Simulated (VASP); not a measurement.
Set up this calculation in VASP 6.6.1, as the native input.

```yaml
Task: electric field gradients
Functional: PBE
Potentials_or_basis: VASP PAW PBE potentials, release 64 (C)
Cutoff: 520 eV
k_mesh: 18 × 18 × 18
Occupations: fermi-dirac, width 0.05 eV
Spin: no spin polarisation
Dipole_correction: no
Further_INCAR_settings: ALGO = Normal; EDIFF = 1e-08; NBANDS = 11
```

The structure of C lies in POSCAR:

```
C
1.0
    0.0821250000      2.1772200000      3.3799050000
    1.2782200000      0.0686400000      3.3664200000
    1.2599050000      2.1454200000      0.0503250000
C
2
Direct
    0.1666700000      0.8333300000      0.1666700000
    0.8333300000      0.1666700000      0.8333300000
```

This cell differs from its parent crystal: equal xy, yz and zx shear strains of +3 %.

One way to write it, as run:

INCAR

```
  PREC = Accurate
  ENCUT = 520
  EDIFF = 1E-8
  ISMEAR = -1
  SIGMA = 0.05
  LREAL = F
  LASPH = T
  NELM = 60
  ALGO = Normal
  ISIF = 2
  LWAVE = F
  LCHARG = F
  GGA = PE
  LEFG = T
  NBANDS = 11
```

KPOINTS

```
Automatic mesh
0
Gamma
  18 18 18
```

Potentials or basis: VASP PAW PBE potentials, release 64 (C).

Command:

```sh
$ cat potpaw_PBE.64/C/POTCAR > POTCAR
$ mpirun -np 1 vasp_std > vasp.out
```

It gave:

The pressure is 5.3 GPa, the largest force is 0.370 eV/Å and the largest electric field gradient by atom is C +31.0 V/Å².

Caveat: the cell differs from its parent crystal (equal xy, yz and zx shear strains of +3 %); the cell stands under pressure; this functional lacks dispersion, which binds layers or chains, so the pressure and a relaxed spacing across them are unreliable; without QUAD_EFG the Cq values of the log hold for a quadrupole moment of 1 mb, not for the nuclei.

It took 25 min on 1 thread of Intel Xeon 8259CL (shared host), peak memory 0.49 GiB.
